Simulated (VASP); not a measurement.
Input of a VASP 6.6.1 run:

The input INCAR:

```
  PREC = Accurate
  ENCUT = 500
  EDIFF = 1E-6
  ISMEAR = 0
  SIGMA = 0.2
  LREAL = F
  LASPH = T
  NELM = 120
  ALGO = Normal
  ISIF = 2
  LWAVE = F
  LCHARG = F
  GGA = PE
  NBANDS = 31
  GGA_COMPAT = F
```

File KPOINTS:

```
Automatic mesh
0
Gamma
  4 4 4
```

POSCAR

```
Si2Ge
1.0
    0.0000000000      3.6672902811      3.6672902811
    3.6672902811      0.0000000000      3.6672902811
    3.6672902811      3.6672902811      0.0000000000
Si Ge
4 2
Direct
    0.6250003630      0.6250003630      0.6250003630
    0.6250003630      0.6250003630      0.1249989111
    0.6250003630      0.1249989111      0.6250003630
    0.1249989111      0.6250003630      0.6250003630
    0.0000000000      0.0000000000      0.0000000000
    0.2500000000      0.2500000000      0.2500000000
```

Potentials or basis: VASP PAW PBE potentials, release 64 (Si, Ge_d).

Run with:

```sh
$ cat potpaw_PBE.64/Si/POTCAR potpaw_PBE.64/Ge_d/POTCAR > POTCAR
$ mpirun -np 1 vasp_std > vasp.out
```

Problem. What does it give for the pressure?

Solution. -0.2 GPa.

Problem. Estimate the band gap on the k mesh.

Solution. Zero (band 22 reaches 8.61 eV, above the bottom of band 23 at 6.45 eV).

Caveat: the k points lie up to 0.37 Å⁻¹ apart.
